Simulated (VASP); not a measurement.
Set up this calculation in VASP 6.6.1, as the native input.

| Quantity | Value |
| --- | --- |
| Task | relaxation of cell and atoms |
| Functional | r2SCAN |
| Potentials or basis | VASP PAW PBE potentials, release 64 (Be) |
| Cutoff | 600 eV |
| k mesh | 16 × 16 × 5 |
| Occupations | fermi-dirac, width 0.1 eV |
| Spin | no spin polarisation |
| Dipole correction | no |
| Further INCAR settings | ALGO = Normal; EDIFF = 1e-06; IBRION = 2; EDIFFG = -0.01; NSW = 80; ISIF = 3 |

Crystal: Be.

```
Be
1.0
     2.25541    0.00000    0.00000
    -1.12771    1.95324    0.00000
     0.00000    0.00000    7.36617
Be
4
Cartesian
  0.0000 0.0000 0.0000
  0.0000 0.0000 3.6831
  0.0000 1.3022 1.8415
  1.1277 0.6511 5.5246
```

These files were run (other wordings do the same):

POSCAR

```
Be
1.0
    2.2554104699      0.0000000000      0.0000000000
   -1.1277052350      1.9532427629      0.0000000000
    0.0000000000      0.0000000000      7.3661705948
Be
4
Direct
    0.0000000000      0.0000000000      0.0000000000
    0.0000000000      0.0000000000      0.5000000000
    0.3333333333      0.6666666667      0.2500000000
    0.6666666667      0.3333333333      0.7500000000
```

INCAR.step1

```
PREC = Accurate
ENCUT = 600
ISMEAR = -1
SIGMA = 0.1
LREAL = False
LASPH = True
NELM = 60
GGA = PE
ALGO = Normal
EDIFF = 1E-4
LWAVE = True
LCHARG = False
```

INCAR.step2

```
PREC = Accurate
ENCUT = 600
EDIFF = 1E-6
ISMEAR = -1
SIGMA = 0.1
LREAL = False
LASPH = True
NELM = 60
ALGO = Normal
ISIF = 3
LWAVE = False
LCHARG = False
METAGGA = R2SCAN
LMIXTAU = True
IBRION = 2
NSW = 80
EDIFFG = -0.01
ISTART = 1
```

KPOINTS

```
Automatic mesh
0
Gamma
  16 16 5
```

Potentials or basis: VASP PAW PBE potentials, release 64 (Be).

Launch:

```console
$ cat potpaw_PBE.64/Be/POTCAR > POTCAR
$ cp INCAR.step1 INCAR
$ mpirun -np 1 vasp_std > vasp.out
$ cp INCAR.step2 INCAR
$ mpirun -np 1 vasp_std > vasp.out
```

It gave:

```
Relaxed volume                         : 7.91 Å³/atom
Relaxed cell                           : a = 2.256 Å, b = 2.256 Å, c = 7.184 Å, α = 90.00°, β = 90.00°, γ = 120.00°
Space group after relaxing (to 0.05 Å) : P6_3/mmc (No. 194)
Energy gained by relaxing              : 6.3 meV/atom
Ionic steps                            : 4
Pressure after relaxing                : 0.0 GPa
Band gap on the k mesh                 : zero (band 4 reaches 8.17 eV, above the bottom of band 5 at 6.48 eV)
```

Caveat: the PAW data sets were made with another functional, which shifts forces and pressure a little.

It took 2.1 min on 1 thread of Intel(R) Xeon(R) Platinum 8488C (Sapphire Rapids), with other jobs on the host, peak memory 0.16 GiB.
